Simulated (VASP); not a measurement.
Crystal: BiP.

```
Bi P
1.0
     3.95531    0.00000    0.00000
    -1.97766    3.42540    0.00000
     0.00000    0.00000    3.86019
Bi P
1 1
Direct
  0.00000 0.00000 0.00000
  0.66667 0.33333 0.50000
```

```yaml
Program: VASP 6.6.1
Task: relaxation of cell and atoms
Functional: PBE
Potentials_or_basis: VASP PAW PBE potentials, release 64 (Bi_d, P)
Cutoff: 600 eV
k_mesh: 6 × 6 × 6
Occupations: gaussian, width 0.05 eV
Spin: no spin polarisation
```

At the start: pressure -2.4 GPa; volume 26.15 Å³/atom.

Task: Where does the relaxation end?

Result: Over 5 steps the energy falls by 9.3 meV/atom and the volume is 25.34 Å³/atom (-3.1 %); space group P-6m2 (No. 187, to 0.1 Å) before and after.

The path:
```tsv
step	energy change (eV)	largest force (eV/Å)	pressure (GPa)	volume (Å³)
1	0.0000	0.0000	-2.35	52.30
2	-0.0106	0.0000	1.91	49.44
3	-0.0184	0.0000	0.10	50.54
4	-0.0184	0.0000	0.09	50.57
5	-0.0186	0.0000	-0.04	50.67
```

Final structure:
```yaml
crystal:
  lattice:
    - [3.93641, 0.00000, 0.00000]
    - [-1.96820, 3.40903, 0.00000]
    - [0.00000, 0.00000, 3.77591]
  atoms:
    - { symbol: Bi, position: [0.00000, 0.00000, 0.00000] }
    - { symbol: P, position: [0.66667, 0.33333, 0.50000] }
```
